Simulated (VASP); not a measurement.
ErInC: single point with PBE

Crystal: ErInC.

```
Er In C
1.0
     3.80812    0.00000    0.00000
     0.00000    3.84471    0.00000
     0.00000    0.00000    3.96320
Er In C
1 1 1
Direct
  0.00000 0.00000 0.00000
  0.50000 0.50000 0.50000
  0.50000 0.50000 0.00000
```

The cell was generated, and may not be a known phase.

```yaml
Program: VASP 6.6.1
Task: single point
Functional: PBE
Potentials_or_basis: VASP PAW PBE potentials, release 64 (Er_3, In_d, C), 4f in core
Cutoff: 600 eV
k_mesh: 4 × 4 × 4
Occupations: gaussian, width 0.1 eV
Spin: no spin polarisation
```

- Pressure: 2.2 GPa
- Band gap on the k mesh: zero (bands 13 and 14 overlap by 1.89 eV)

Stress tensor (GPa, compression positive):
```
 -9.92   0.00   0.00
  0.00 -10.95   0.00
  0.00   0.00  27.44
```

Levels at points of the mesh, in eV from the Fermi level:
```tsv
k point	band 9	band 10	band 11	band 12	band 13	band 14	band 15	band 16	band 17	band 18
(0.00, 0.00, 0.00)	-11.08	-3.65	-2.74	-1.63	-1.55	0.09	3.66	3.77	3.82	3.87
(0.50, 0.00, 0.00)	-9.94	-5.40	-3.78	-2.90	-0.82	0.00	3.53	3.97	4.16	6.48
(0.00, 0.50, 0.00)	-9.97	-5.41	-3.80	-2.81	-0.85	-0.04	3.59	3.98	4.01	6.56
(0.50, 0.50, 0.00)	-9.97	-3.47	-3.44	-3.24	-0.32	2.02	2.32	2.36	2.87	2.87
(0.00, 0.00, 0.50)	-11.03	-7.45	-0.28	-0.22	0.49	0.90	1.04	3.04	3.06	3.70
(0.50, 0.00, 0.50)	-10.22	-6.91	-3.33	-1.80	-1.64	2.73	2.81	4.43	4.68	4.94
(0.00, 0.50, 0.50)	-10.24	-6.96	-3.34	-1.72	-1.65	2.78	2.90	4.27	4.81	4.90
(0.50, 0.50, 0.50)	-10.54	-5.61	-2.20	-2.19	-1.43	-1.41	3.43	5.04	5.19	5.23
```

It took 27 s on 1 thread of Intel(R) Xeon(R) Platinum 8488C (Sapphire Rapids), on a shared host, peak memory 0.2 GiB.

Caveat: the k points lie up to 0.41 Å⁻¹ apart, too coarse for converged energies and pressures of a metal; spin-orbit coupling is left out, which moves the levels of the heavy elements; the 4f electrons are frozen in the core, so they carry no moment and show no levels. Spin polarisation is off, so any magnetic state and its effect on volume and gap are missing.
